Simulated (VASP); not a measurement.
# BaTiO3 (Pm-3m) in VASP: notebook

Aim: see how the results for BaTiO3 move with the level of theory and the settings. Levels: r2SCAN, PBE. Tasks: single point.

Everything below comes from runs of VASP 6.6.1. Logs are shortened: lines on timing, memory, paths and dates and some standing lists are left out, and cuts for length are marked.

### 1 The cell of the first run

It takes space group Pm-3m (No. 221, cubic). The conventional cell has a = 4.034 Å, b = 4.034 Å, c = 4.034 Å, α = 90.00°, β = 90.00°, γ = 90.00°. Ba (site symmetry m-3m) has 12 O at 2.85 Å and 8 Ti at 3.49 Å within 3.8 Å. Within 2.7 Å of Ti (site symmetry m-3m) lie 6 O at 2.02 Å. Within 2.7 Å of O (site symmetry 4/mmm) lie 2 Ti at 2.02 Å.

### 2 Single point, r2SCAN (volume changed by +3%)

POSCAR reads:

```
BaTiO3
1.0
    4.0336440314      0.0000000000      0.0000000000
    0.0000000000      4.0336440314      0.0000000000
    0.0000000000      0.0000000000      4.0336440314
Ba Ti O
1 1 3
Direct
    0.5000000000      0.5000000000      0.5000000000
    0.0000000000      0.0000000000      0.0000000000
    0.5000000000      0.0000000000      0.0000000000
    0.0000000000      0.5000000000      0.0000000000
    0.0000000000      0.0000000000      0.5000000000
```

INCAR.step1 reads:

```
SYSTEM = BaTiO3
PREC = Accurate
ENCUT = 910
ISMEAR = 0
SIGMA = 0.01
LREAL = .False.
LASPH = .True.
NELM = 120
NBANDS = 28
GGA = PE
ALGO = Normal
EDIFF = 1E-5
LWAVE = .True.
LCHARG = .False.
GGA_COMPAT = .False.
```

INCAR.step2 reads:

```
SYSTEM = BaTiO3
PREC = Accurate
ENCUT = 910
EDIFF = 1E-6
ISMEAR = 0
SIGMA = 0.01
LREAL = .False.
LASPH = .True.
NELM = 120
ALGO = Normal
ISIF = 2
LWAVE = .False.
LCHARG = .True.
METAGGA = R2SCAN
LMIXTAU = .True.
LELF = .True.
LVHAR = .True.
NBANDS = 28
ISTART = 1
GGA_COMPAT = .False.
```

KPOINTS reads:

```
regular mesh
0
Gamma
  6 6 6
  0 0 0
```

Potentials or basis: VASP PAW PBE potentials, release 64 (Ba_sv, Ti_sv, O_h).

Run with:

```bash
$ cat potpaw_PBE.64/Ba_sv/POTCAR potpaw_PBE.64/Ti_sv/POTCAR potpaw_PBE.64/O_h/POTCAR > POTCAR
$ cp INCAR.step1 INCAR
$ mpirun -np 1 vasp_std > vasp.out
$ cp INCAR.step2 INCAR
$ mpirun -np 1 vasp_std > vasp.out
```

OUTCAR:

```text
SYSTEM = BaTiO3
   PREC = Accurate
   ENCUT = 910
   EDIFF = 1E-6
   ISMEAR = 0
   LREAL = .False.
   LASPH = .True.
   NELM = 120
   ISIF = 2
   METAGGA = R2SCAN
   ISTART = 1

 ion  position               nearest neighbor table
   1  0.500  0.500  0.500-   3 2.85   4 2.85   5 2.85   3 2.85   4 2.85   3 2.85   5 2.85   3 2.85
                             4 2.85   5 2.85   4 2.85   5 2.85   2 3.49   2 3.49   2 3.49   2 3.49
   2  0.000  0.000  0.000-   3 2.02   4 2.02   5 2.02   5 2.02   4 2.02   3 2.02   1 3.49   1 3.49
                             1 3.49   1 3.49   1 3.49   1 3.49   1 3.49   1 3.49
   3  0.500  0.000  0.000-   2 2.02   2 2.02   1 2.85   1 2.85   1 2.85   1 2.85
   4  0.000  0.500  0.000-   2 2.02   2 2.02   1 2.85   1 2.85   1 2.85   1 2.85
   5  0.000  0.000  0.500-   2 2.02   2 2.02   1 2.85   1 2.85   1 2.85   1 2.85

  LATTYP: Found a simple cubic cell.
 ALAT       =     4.0336440314

  Lattice vectors:

 A1 = (   4.0336440314,   0.0000000000,   0.0000000000)
 A2 = (   0.0000000000,   4.0336440314,   0.0000000000)
 A3 = (   0.0000000000,   0.0000000000,   4.0336440314)

Analysis of symmetry for initial positions (statically):
=====================================================================
 Subroutine PRICEL returns:
 Original cell was already a primitive cell.

 Routine SETGRP: Setting up the symmetry group for a
 simple cubic supercell.

 Subroutine GETGRP returns: Found 48 space group operations
 (whereof 48 operations were pure point group operations)
 out of a pool of 48 trial point group operations.

The static configuration has the point symmetry O_h .

Analysis of symmetry for dynamics (positions and initial velocities):
=====================================================================
 Subroutine PRICEL returns:
 Original cell was already a primitive cell.

 Routine SETGRP: Setting up the symmetry group for a
 simple cubic supercell.

 Subroutine GETGRP returns: Found 48 space group operations
 (whereof 48 operations were pure point group operations)
 out of a pool of 48 trial point group operations.

The dynamic configuration has the point symmetry O_h .

 Subroutine INISYM returns: Found 48 space group operations
 (whereof 48 operations are pure point group operations),
 and found     1 'primitive' translations

----------------------------------------------------------------------------------------

                                     Primitive cell

  volume of cell :      65.6285

  direct lattice vectors                    reciprocal lattice vectors
     4.033644031  0.000000000  0.000000000     0.247914787  0.000000000  0.000000000
     0.000000000  4.033644031  0.000000000     0.000000000  0.247914787  0.000000000
     0.000000000  0.000000000  4.033644031     0.000000000  0.000000000  0.247914787

  length of vectors
     4.033644031  4.033644031  4.033644031     0.247914787  0.247914787  0.247914787

  position of ions in fractional coordinates (direct lattice)
     0.500000000  0.500000000  0.500000000
     0.000000000  0.000000000  0.000000000
     0.500000000  0.000000000  0.000000000
     0.000000000  0.500000000  0.000000000
     0.000000000  0.000000000  0.500000000

  ion indices of the primitive-cell ions
   primitive index   ion index
                 1           1
                 2           2
                 3           3
                 4           4
                 5           5

----------------------------------------------------------------------------------------

 KPOINTS: regular mesh

Automatic generation of k-mesh.
 Grid dimensions read from file:
 generate k-points for:    6    6    6

 Generating k-lattice:

  Cartesian coordinates                     Fractional coordinates (reciprocal lattice)
     0.041319131  0.000000000  0.000000000     0.166666667  0.000000000  0.000000000
     0.000000000  0.041319131  0.000000000     0.000000000  0.166666667  0.000000000
     0.000000000  0.000000000  0.041319131     0.000000000  0.000000000  0.166666667

  Length of vectors
     0.041319131  0.041319131  0.041319131

  Shift w.r.t. Gamma in fractional coordinates (k-lattice)
     0.000000000  0.000000000  0.000000000

 Subroutine IBZKPT returns following result:
 ===========================================

 Found     20 irreducible k-points:

 Following reciprocal coordinates:
            Coordinates               Weight
  0.000000  0.000000  0.000000      1.000000
  0.166667  0.000000  0.000000      6.000000
  0.333333  0.000000  0.000000      6.000000
  0.500000  0.000000  0.000000      3.000000
  0.166667  0.166667  0.000000     12.000000
  0.333333  0.166667  0.000000     24.000000
[... 12 lines left out ...]
  0.500000  0.500000  0.333333      6.000000
  0.500000  0.500000  0.500000      1.000000
   k-points           NKPTS =     20   k-points in BZ     NKDIM =     20   number of bands    NBANDS=     28
   number of dos      NEDOS =    301   number of ions     NIONS =      5
   total plane-waves  NPLWV =  64000
   dimension x,y,z NGX =    40 NGY =   40 NGZ =   40
   dimension x,y,z NGXF=    80 NGYF=   80 NGZF=   80
   ions per type =               1   1   3
   NGX,Y,Z   is equivalent  to a cutoff of  16.49, 16.49, 16.49 a.u.
   NGXF,Y,Z  is equivalent  to a cutoff of  32.97, 32.97, 32.97 a.u.
 SYSTEM =  BaTiO3
   PREC   = accura    normal or accurate (medium, high low for compatibility)
   ISTART =      1    job   : 0-new  1-cont  2-samecut
   ICHARG =      0    charge: 1-file 2-atom 10-const
   ISPIN  =      1    spin polarized calculation?
   LNONCOLLINEAR =      F non collinear calculations
   LSORBIT =      F    spin-orbit coupling
   LASPH  =      T    aspherical Exc in radial PAW
   ENCUT  =  910.0 eV  66.88 Ry    8.18 a.u.   9.92  9.92  9.92*2*pi/ulx,y,z
   NELM   =    120;   NELMIN=  2; NELMDL=  0     # of ELM steps
   EDIFF  = 0.1E-05   stopping-criterion for ELM
   LREAL  =      F    real-space projection
   EDIFFG = 0.1E-04   stopping-criterion for IOM
   NSW    =      0    number of steps for IOM
   IBRION =     -1    ionic relax: 0-MD 1-quasi-New 2-CG
   NFREE  =      0    steps in history (QN), initial steepest desc. (CG)
   ISIF   =      2    stress and relaxation
   ISYM   =      2    0-nonsym 1-usesym 2-fastsym
   POTIM  = 0.5000    time-step for ionic-motion
   TEBEG  =    0.0;   TEEND  =   0.0 temperature during run
   PSTRESS=    0.0 pullay stress
   NELECT =      40.0000    total number of electrons
   NUPDOWN=      -1.0000    fix difference up-down
   EMIN   =  10.00;   EMAX   =-10.00  energy-range for DOS
   EFERMI =   0.00;   METHOD = LEGACY
   ISMEAR =     0;   SIGMA  =   0.01  broadening in eV -4-tet -1-fermi 0-gaus
   EFERMI_NEDOS =   21; number of points for ismear=-14 and -15
   IALGO  =     38    algorithm
   IMIX   =      4    mixing-type and parameters
     AMIX     =   0.40;   BMIX     =  1.00
     AMIX_MAG =   1.60;   BMIX_MAG =  1.00
  volume/ion in A,a.u.               =      13.13        88.58
  Fermi-wavevector in a.u.,A,eV,Ry     =   1.388025  2.622987 26.213163  1.926613
  Thomas-Fermi vector in A             =   2.512190
   LORBIT       =      0    0 simple, 1 ext, 2 COOP (PROOUT), +10 PAW based schemes
   METAGGA = R2SCAN    functional components
   LHFCALC =     F    Hartree Fock is set to
   AEXX    =    0.0000 exact exchange contribution
   IVDW    =     0    specifies the selected vdW correction
   LEPSILON=     F    determine dielectric tensor
   LRPA    =     F    only Hartree local field effects (RPA)
 non-spin polarized calculation
 Gauss-broadening in eV      SIGMA  =   0.01
  energy-cutoff  :      910.00
  volume of cell :       65.63
 maximum number of plane-waves:      4116
 NGX is ok and might be reduce to    40
   NGX = 19   NGY = 19   NGZ = 19

 number of electron      40.0000005 magnetization

 Free energy of the ion-electron system (eV)
  ---------------------------------------------------
  ext. energy  EPLUGINS =         0.00000000
  ---------------------------------------------------
  free energy    TOTEN  =       -74.25648132 eV

  energy without entropy =      -74.25648132  energy(sigma->0) =      -74.25648132

 E-fermi :   3.9044     XC(G=0): -11.7913

 val. band max:        3.6989279681   @ k =   0.5000   0.5000   0.5000
 cond. band min:       5.7850373369   @ k =   0.0000   0.0000   0.0000
 fundamental gap:      2.0861093688
 Fermi energy:         3.9044000486

 k-point     1 :       0.0000    0.0000    0.0000
  band No.  band energies     occupation
      1     -55.2875      2.00000
      2     -30.4322      2.00000
      3     -30.4322      2.00000
      4     -30.4322      2.00000
      5     -21.8229      2.00000
      6     -14.1078      2.00000
[... 20 lines left out ...]
     27       9.2781      0.00000
     28      11.7461      0.00000

 k-point     2 :       0.1667    0.0000    0.0000
  band No.  band energies     occupation
      1     -55.2873      2.00000
      2     -30.4450      2.00000
      3     -30.4317      2.00000
      4     -30.4317      2.00000
      5     -21.7950      2.00000
      6     -14.1206      2.00000
[... 20 lines left out ...]
     27       9.8106      0.00000
     28      12.3942      0.00000

 k-point     3 :       0.3333    0.0000    0.0000
  band No.  band energies     occupation
      1     -55.2868      2.00000
      2     -30.4706      2.00000
      3     -30.4309      2.00000
      4     -30.4309      2.00000
      5     -21.7382      2.00000
      6     -14.2226      2.00000
[... 20 lines left out ...]
     27      11.0548      0.00000
     28      12.5648      0.00000

 k-point     4 :       0.5000    0.0000    0.0000
  band No.  band energies     occupation
      1     -55.2866      2.00000
      2     -30.4832      2.00000
      3     -30.4304      2.00000
      4     -30.4304      2.00000
      5     -21.7092      2.00000
      6     -14.2944      2.00000
[... 454 lines left out ...]
     27      11.9405      0.00000
     28      11.9612      0.00000

 k-point    19 :       0.5000    0.5000    0.3333
  band No.  band energies     occupation
      1     -55.2850      2.00000
      2     -30.4788      2.00000
      3     -30.4788      2.00000
      4     -30.4660      2.00000
      5     -21.5902      2.00000
      6     -13.3915      2.00000
[... 20 lines left out ...]
     27      11.6486      0.00000
     28      11.6486      0.00000

 k-point    20 :       0.5000    0.5000    0.5000
  band No.  band energies     occupation
      1     -55.2847      2.00000
      2     -30.4783      2.00000
      3     -30.4783      2.00000
      4     -30.4783      2.00000
      5     -21.5749      2.00000
      6     -13.2546      2.00000
[... 20 lines left out ...]
     27      11.5400      0.00000
     28      11.5400      0.00000

------------------------ aborting loop because EDIFF is reached ----------------------------------------

  FORCE on cell =-STRESS in cart. coord.  units (eV):
  Direction    XX          YY          ZZ          XY          YZ          ZX
  --------------------------------------------------------------------------------------
  -------------------------------------------------------------------------------------
  Total       -1.4706975     -1.4706975     -1.4706975     -0.0000000     -0.0000000      0.0000000
  in kB      -35.9038677    -35.9038677    -35.9038677     -0.0000000     -0.0000000      0.0000000
  external PRESSURE =     -35.9038677 kB  Pullay stress =       0.0000000 kB

 VOLUME and BASIS-vectors are now :
 -----------------------------------------------------------------------------
  energy-cutoff  :      910.00
  volume of cell :       65.63
      direct lattice vectors                 reciprocal lattice vectors
     4.033644031  0.000000000  0.000000000     0.247914787  0.000000000  0.000000000
     0.000000000  4.033644031  0.000000000     0.000000000  0.247914787  0.000000000
     0.000000000  0.000000000  4.033644031     0.000000000  0.000000000  0.247914787

 POSITION                                       TOTAL-FORCE (eV/Angst)
 -----------------------------------------------------------------------------------
      2.01682      2.01682      2.01682         0.000000      0.000000      0.000000
      0.00000      0.00000      0.00000         0.000000      0.000000      0.000000
      2.01682      0.00000      0.00000         0.000000      0.000000      0.000000
      0.00000      2.01682      0.00000         0.000000      0.000000      0.000000
      0.00000      0.00000      2.01682         0.000000      0.000000      0.000000
 -----------------------------------------------------------------------------------
    total drift:                                0.000000      0.000000     -0.000000

  FREE ENERGIE OF THE ION-ELECTRON SYSTEM (eV)
  ---------------------------------------------------
  free  energy   TOTEN  =       -74.2564813225 eV

  energy  without entropy=      -74.2564813225  energy(sigma->0) =      -74.25648132
```

It took 1.8 min on 1 thread of Intel Xeon 6975P-C (Granite Rapids), shared host; peak memory 0.31 GiB.

Results:

| Item | Value |
| --- | --- |
| Free energy | -74.2565 eV |
| Pressure | -3.6 GPa |
| Band gap on the k mesh | 2.09 eV, indirect (least direct gap 2.26 eV) |

Caveat: the cutoff is under 1.25 times the usual one of these potentials, so pressure, stress and relaxed cells hold a basis-set (Pulay) error; the PAW data sets were made with another functional, which shifts forces and pressure a little; spin-orbit coupling is left out, which moves the levels of the heavy elements. A k mesh can miss the band edges.

### 3 Single point, PBE (volume changed by -3%)

INCAR reads:

```
PREC = Accurate
ENCUT = 910
EDIFF = 1E-6
ISMEAR = 0
SIGMA = 0.01
LREAL = False
LASPH = True
NELM = 120
ALGO = Normal
ISIF = 2
LWAVE = False
LCHARG = False
GGA = PE
NBANDS = 28
GGA_COMPAT = False
```

KPOINTS reads:

```
Automatic mesh
0
Gamma
  6 6 6
```

Changes to POSCAR since step 2:

```diff
@@ -2,5 +2,5 @@
 1.0
-    4.0336440314      0.0000000000      0.0000000000
-    0.0000000000      4.0336440314      0.0000000000
-    0.0000000000      0.0000000000      4.0336440314
+    3.9786494030      0.0000000000      0.0000000000
+    0.0000000000      3.9786494030      0.0000000000
+    0.0000000000      0.0000000000      3.9786494030
 Ba Ti O
```

Potentials or basis: VASP PAW PBE potentials, release 64 (Ba_sv, Ti_sv, O_h).

Run with:

```bash
$ cat potpaw_PBE.64/Ba_sv/POTCAR potpaw_PBE.64/Ti_sv/POTCAR potpaw_PBE.64/O_h/POTCAR > POTCAR
$ mpirun -np 1 vasp_std > vasp.out
```

OUTCAR:

```text
PREC = Accurate
   ENCUT = 910
   EDIFF = 1E-6
   ISMEAR = 0
   LREAL = False
   LASPH = True
   NELM = 120
   ISIF = 2
   GGA = PE

 ion  position               nearest neighbor table
   1  0.500  0.500  0.500-   3 2.81   4 2.81   5 2.81   3 2.81   4 2.81   3 2.81   5 2.81   3 2.81
                             4 2.81   5 2.81   4 2.81   5 2.81   2 3.45   2 3.45   2 3.45   2 3.45
   2  0.000  0.000  0.000-   3 1.99   4 1.99   5 1.99   5 1.99   4 1.99   3 1.99   1 3.45   1 3.45
                             1 3.45   1 3.45   1 3.45   1 3.45   1 3.45   1 3.45
   3  0.500  0.000  0.000-   2 1.99   2 1.99   1 2.81   1 2.81   1 2.81   1 2.81
   4  0.000  0.500  0.000-   2 1.99   2 1.99   1 2.81   1 2.81   1 2.81   1 2.81
   5  0.000  0.000  0.500-   2 1.99   2 1.99   1 2.81   1 2.81   1 2.81   1 2.81

  LATTYP: Found a simple cubic cell.
 ALAT       =     3.9786494030

  Lattice vectors:

 A1 = (   3.9786494030,   0.0000000000,   0.0000000000)
 A2 = (   0.0000000000,   3.9786494030,   0.0000000000)
 A3 = (   0.0000000000,   0.0000000000,   3.9786494030)

Analysis of symmetry for initial positions (statically):
=====================================================================
 Subroutine PRICEL returns:
[... 176 lines left out ...]
 cond. band min:       6.1199479411   @ k =   0.0000   0.0000   0.0000
 fundamental gap:      1.7834218346
 Fermi energy:         4.5588483828

 k-point     1 :       0.0000    0.0000    0.0000
  band No.  band energies     occupation
      1     -52.2251      2.00000
      2     -28.4456      2.00000
      3     -28.4456      2.00000
      4     -28.4456      2.00000
      5     -20.4321      2.00000
      6     -12.5947      2.00000
[... 609 lines left out ...]
     27      12.2062      0.00000
     28      12.2062      0.00000

------------------------ aborting loop because EDIFF is reached ----------------------------------------

  FORCE on cell =-STRESS in cart. coord.  units (eV):
  Direction    XX          YY          ZZ          XY          YZ          ZX
  --------------------------------------------------------------------------------------
  -------------------------------------------------------------------------------------
  Total        2.7174377      2.7174377      2.7174377      0.0000000      0.0000000     -0.0000000
  in kB       69.1294596     69.1294596     69.1294596      0.0000000      0.0000000     -0.0000000
  external PRESSURE =      69.1294596 kB  Pullay stress =       0.0000000 kB

 VOLUME and BASIS-vectors are now :
 -----------------------------------------------------------------------------
  energy-cutoff  :      910.00
  volume of cell :       62.98
      direct lattice vectors                 reciprocal lattice vectors
     3.978649403  0.000000000  0.000000000     0.251341573  0.000000000  0.000000000
     0.000000000  3.978649403  0.000000000     0.000000000  0.251341573  0.000000000
     0.000000000  0.000000000  3.978649403     0.000000000  0.000000000  0.251341573

 POSITION                                       TOTAL-FORCE (eV/Angst)
 -----------------------------------------------------------------------------------
      1.98932      1.98932      1.98932         0.000000      0.000000      0.000000
      0.00000      0.00000      0.00000         0.000000      0.000000      0.000000
      1.98932      0.00000      0.00000         0.000000      0.000000      0.000000
      0.00000      1.98932      0.00000         0.000000      0.000000      0.000000
      0.00000      0.00000      1.98932         0.000000      0.000000      0.000000
 -----------------------------------------------------------------------------------
    total drift:                                0.000000      0.000000     -0.000000

  FREE ENERGIE OF THE ION-ELECTRON SYSTEM (eV)
  ---------------------------------------------------
  free  energy   TOTEN  =       -39.9501804357 eV

  energy  without entropy=      -39.9501804357  energy(sigma->0) =      -39.95018044
```

It took 99 s on 1 thread of AMD EPYC 7R43 (Zen 3), shared host; peak memory 0.25 GiB.

What came out:

```
Free energy            : -39.9502 eV
Pressure               : 6.9 GPa
Band gap on the k mesh : 1.78 eV, indirect (least direct gap 1.91 eV)
```

Caveat: the cutoff is under 1.25 times the usual one of these potentials, so pressure, stress and relaxed cells hold a basis-set (Pulay) error; spin-orbit coupling is left out, which moves the levels of the heavy elements. A k mesh can miss the band edges.

(Continued in part 2 of 2.)
